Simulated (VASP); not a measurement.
Wanted: the native input for a VASP 6.6.1 run.

* Task: single point
* Functional: PBE
* Potentials or basis: VASP PAW PBE potentials, release 64 (Si, C)
* Cutoff: 520 eV
* k mesh: 2 × 2 × 2
* Occupations: gaussian, width 0.01 eV
* Spin: no spin polarisation
* Dipole correction: no
* Further INCAR settings: LREAL = Auto; ALGO = Normal; EDIFF = 1e-06; NBANDS = 146

The structure of SiC lies in POSCAR:

```
SiC
1.0
    1.5470600903      8.0387600360      0.0000000000
    6.1882403609     -5.3591733574      0.0000000000
    0.0000000000      0.0000000000    -10.1293392009
Si C
28 28
Direct
    0.2380952381      0.1904761905      0.0621558122
    0.3809523810      0.9047619048      0.0621558122
    0.5238095238      0.6190476190      0.0621558122
    0.6666666667      0.3333333333      0.0621558122
    0.8095238095      0.0476190476      0.0621558122
    0.9523809524      0.7619047619      0.0621558122
    0.0952380952      0.4761904762      0.0621558122
    0.1904761905      0.9523809524      0.5621558122
    0.3333333333      0.6666666667      0.5621558122
    0.4761904762      0.3809523810      0.5621558122
    0.6190476190      0.0952380952      0.5621558122
    0.7619047619      0.8095238095      0.5621558122
    0.9047619048      0.5238095238      0.5621558122
    0.0476190476      0.2380952381      0.5621558122
    0.0000000000      0.0000000000      0.3121004435
    0.1428571429      0.7142857143      0.3121004435
    0.2857142857      0.4285714286      0.3121004435
    0.4285714286      0.1428571429      0.3121004435
    0.5714285714      0.8571428571      0.3121004435
    0.7142857143      0.5714285714      0.3121004435
    0.8571428571      0.2857142857      0.3121004435
    0.0000000000      0.0000000000      0.8121004435
    0.1428571429      0.7142857143      0.8121004435
    0.2857142857      0.4285714286      0.8121004435
    0.4285714286      0.1428571429      0.8121004435
    0.5714285714      0.8571428571      0.8121004435
    0.7142857143      0.5714285714      0.8121004435
    0.8571428571      0.2857142857      0.8121004435
    0.2380952381      0.1904761905      0.2501925541
    0.3809523810      0.9047619048      0.2501925541
    0.5238095238      0.6190476190      0.2501925541
    0.6666666667      0.3333333333      0.2501925541
    0.8095238095      0.0476190476      0.2501925541
    0.9523809524      0.7619047619      0.2501925541
    0.0952380952      0.4761904762      0.2501925541
    0.1904761905      0.9523809524      0.7501925541
    0.3333333333      0.6666666667      0.7501925541
    0.4761904762      0.3809523810      0.7501925541
    0.6190476190      0.0952380952      0.7501925541
    0.7619047619      0.8095238095      0.7501925541
    0.9047619048      0.5238095238      0.7501925541
    0.0476190476      0.2380952381      0.7501925541
    0.4285714286      0.1428571429      0.4995521902
    0.5714285714      0.8571428571      0.4995521902
    0.7142857143      0.5714285714      0.4995521902
    0.8571428571      0.2857142857      0.4995521902
    0.0000000000      1.0000000000      0.4995521902
    0.1428571429      0.7142857143      0.4995521902
    0.2857142857      0.4285714286      0.4995521902
    0.4285714286      0.1428571429      0.9995521902
    0.5714285714      0.8571428571      0.9995521902
    0.7142857143      0.5714285714      0.9995521902
    0.8571428571      0.2857142857      0.9995521902
    0.0000000000      1.0000000000      0.9995521902
    0.1428571429      0.7142857143      0.9995521902
    0.2857142857      0.4285714286      0.9995521902
```

The input as run:

INCAR

```
SYSTEM = SiC
PREC     = Accurate       ! precision mode
ENCUT    = 520            ! plane-wave cutoff, eV
EDIFF    = 1E-6           ! SCF threshold, eV
ISMEAR   = 0              ! smearing method
SIGMA    = 0.01           ! smearing width, eV
LREAL    = Auto         
LASPH    = .TRUE.         ! aspherical terms in the spheres
NELM     = 80             ! most SCF steps
ALGO     = Normal         ! electronic algorithm
ISIF     = 2              ! what is computed and relaxed
LWAVE    = .FALSE.        ! write WAVECAR
LCHARG   = .TRUE.         ! write CHGCAR
GGA      = PE             ! functional
LELF     = .TRUE.         ! ELF
LVHAR    = .TRUE.       
NBANDS   = 146            ! bands
```

KPOINTS

```
regular mesh
0
G
  2 2 2
  0 0 0
```

Potentials or basis: VASP PAW PBE potentials, release 64 (Si, C).

Run with:

```console
$ cat potpaw_PBE.64/Si/POTCAR potpaw_PBE.64/C/POTCAR > POTCAR
$ mpirun -np 1 vasp_std > vasp.out
```

Results of the run:

The pressure is -0.1 GPa and the largest force is 0.004 eV/Å. The band gap on the k mesh is 2.22 eV.

Caveat: the k points lie up to 0.44 Å⁻¹ apart.

Run time: 13 min on 1 thread of Intel(R) Xeon(R) Platinum 8259CL CPU @ 2.50GHz (Skylake/Cascade Lake) (shared host), peak memory 0.74 GiB.
